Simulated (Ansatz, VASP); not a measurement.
**One calculation of BiTe, two programs**

```
Bi Te
1.0
     2.47022    1.42618    3.38235
    -2.47022    1.42618    3.38235
     0.00000   -2.85237    3.38235
Bi Te
1 1
Direct
  0.50000 0.50000 0.50000
  0.00000 0.00000 0.00000
```

Alike in both runs: task single point; functional PBE0; k mesh 4 × 4 × 4; occupations fermi-dirac, width 0.05 eV; no spin polarisation.

```csv
,VASP,Ansatz
version,VASP 6.6.1,Ansatz 0.2.0
potentials or method,"VASP PAW PBE potentials, release 64 (Bi_d, Te)",Ansatz PAW
plane-wave cutoff (eV),520,420
valence electrons in the cell,21,31
```

```csv
,VASP,Ansatz,Ansatz less VASP
gap on the k mesh at the Fermi level (eV),none,none,-
pressure (GPa),-4.3,-4.3,+0.04
"traceless stress, the component that is largest in VASP (GPa)",0.83,0.83,-0.007
```

A gap of «none» marks a metal or a gap that the smearing closes. VASP's potentials hold 21 valence electrons a cell and Ansatz's 31, so a difference there can come from the potentials and not from the codes.

The k mesh is coarse, so the values compare programs but aren't converged. Neither program's run includes spin-orbit coupling.
